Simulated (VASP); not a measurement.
Input of a VASP 6.6.1 run:

Contents of INCAR:

```
PREC     = Accurate       # precision mode
ENCUT    = 520            # plane-wave cutoff, eV
EDIFF    = 1E-7           # SCF threshold, eV
ISMEAR   = -1             # smearing method
SIGMA    = 0.05           # smearing width, eV
LREAL    = F              # projectors in reciprocal space
LASPH    = T              # aspherical terms in the spheres
NELM     = 150            # most SCF steps
ALGO     = Normal         # electronic algorithm
ISIF     = 2              # what is computed and relaxed
LWAVE    = F              # write WAVECAR
LCHARG   = T              # write CHGCAR
ISPIN    = 2              # spin polarisation
MAGMOM   = 1 1 0 0.6 0    # initial moments
LORBIT   = 11             # projections on sites
LMAXMIX  = 4              # l up to which the mixer works
GGA      = PE             # functional
IVDW     = 12             # dispersion correction
LELF     = T              # ELF
LVHAR    = T            
NBANDS   = 40             # bands
```

Contents of KPOINTS:

```
regular mesh
0
Gamma
  8 8 2
```

POSCAR

```
NiMoIrPdW
1.0
    2.3446000000     -1.4313800000      0.0090600000
    2.3446000000      1.4313800000      0.0090600000
   -2.2060000000      0.0000000000     10.9237400000
Ni Mo Pd Ir W
1 1 1 1 1
Direct
    0.4983800000      0.4983800000      0.2952500000
    0.3177300000      0.3177300000      0.9120700000
    0.2473300000      0.2473300000      0.4906100000
    0.7498200000      0.7498200000      0.1080200000
    0.6867300000      0.6867300000      0.6940600000
```

Potentials or basis: VASP PAW PBE potentials, release 64 (Ni, Mo_sv, Pd, Ir, W_sv).

Command:

```sh
$ cat potpaw_PBE.64/Ni/POTCAR potpaw_PBE.64/Mo_sv/POTCAR potpaw_PBE.64/Pd/POTCAR potpaw_PBE.64/Ir/POTCAR potpaw_PBE.64/W_sv/POTCAR > POTCAR
$ mpirun -np 1 vasp_std > vasp.out
```

(1) Predict the pressure.

(2) Predict the largest force.

Results:

(1) -6.5 GPa.

(2) 0.076 eV/Å.

Caveat: three body term missing; the cell stands under tension.
